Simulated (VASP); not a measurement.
Te: single point with PBEsol

Crystal: Te.

```
Te
1.0
     4.03783    0.00000    0.00000
    -2.01892    3.49686    0.00000
     0.00000    0.00000    8.52064
Te
4
Direct
  0.00000 0.00000 0.00000
  0.00000 0.00000 0.50000
  0.33333 0.66667 0.75000
  0.66667 0.33333 0.25000
```

This isn't the form of Te at room conditions, which is trigonal, of chains.

| Item | Value |
| --- | --- |
| Program | VASP 6.6.1 |
| Task | single point |
| Functional | PBEsol |
| Potentials or basis | VASP PAW PBE potentials, release 64 (Te) |
| Cutoff | 520 eV |
| k mesh | 15 × 15 × 6 |
| Occupations | gaussian, width 0.1 eV |
| Spin | no spin polarisation |
| Dipole correction | no |
| Further INCAR settings | ALGO = Normal; EDIFF = 1e-06; NBANDS = 20 |

| Quantity | Value |
| --- | --- |
| Pressure | 0.0 GPa |
| Band gap on the k mesh | zero (bands 12 and 13 overlap by 2.14 eV) |

Levels at points of the mesh, in eV from the Fermi level:
```
           k point  band 9  band 10  band 11  band 12  band 13  band 14  band 15  band 16
(0.00, 0.00, 0.00)   -0.89    -0.78    -0.54    -0.54    -0.40     1.09     1.09     2.85
(0.00, 0.00, 0.50)   -1.67    -1.67     0.45     0.45     0.45     0.45     1.55     1.55
```

It took 85 s on 1 thread of Intel(R) Xeon(R) 6975P-C (Granite Rapids) (shared host), peak memory 0.35 GiB.

Caveat: the PAW data sets were made with another functional, which shifts forces and pressure a little; spin-orbit coupling is left out, which moves the levels of the heavy elements.
